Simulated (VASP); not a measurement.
Wanted: the native input for a VASP 6.6.1 run.

```yaml
Task: single point
Functional: LDA
Potentials_or_basis: VASP PAW LDA potentials, release 64 (B_h, N_h)
Cutoff: 910 eV
k_mesh: 12 × 12 × 12
Occupations: gaussian, width 0.02 eV
Spin: no spin polarisation
Dipole_correction: no
Second_run: hard_potentials
Further_INCAR_settings: ALGO = Normal; EDIFF = 1e-06; NBANDS = 11
```

The structure of BN lies in POSCAR:

```
BN
1.0
    0.0000000000      1.7902747013      1.7902747013
    1.7902747013      0.0000000000      1.7902747013
    1.7902747013      1.7902747013      0.0000000000
B N
1 1
Direct
    0.0000000000      0.0000000000      0.0000000000
    0.7500000000      0.7500000000      0.7500000000
```

The input as run:

INCAR

```
PREC = Accurate
ENCUT = 910
EDIFF = 1E-6
ISMEAR = 0
SIGMA = 0.02
LREAL = False
LASPH = True
NELM = 120
ALGO = Normal
ISIF = 2
LWAVE = False
LCHARG = False
NBANDS = 11
GGA_COMPAT = False
```

KPOINTS

```
regular mesh
0
Gamma
  12 12 12
```

Potentials or basis: VASP PAW LDA potentials, release 64 (B_h, N_h).

Run with:

```sh
$ cat potpaw_LDA.64/B_h/POTCAR potpaw_LDA.64/N_h/POTCAR > POTCAR
$ mpirun -np 1 vasp_std > vasp.out
```

Results of the run:

| Quantity | Value |
| --- | --- |
| Pressure | 0.5 GPa |
| Band gap on the k mesh | 4.38 eV, indirect (least direct gap 8.82 eV) |

Caveat: the cutoff is under 1.25 times the usual one of these potentials, so pressure, stress and relaxed cells hold a basis-set (Pulay) error.

Wall time 11 s on 1 thread of Intel(R) Xeon(R) Platinum 8559C (Emerald Rapids) (shared host), peak memory 0.14 GiB.
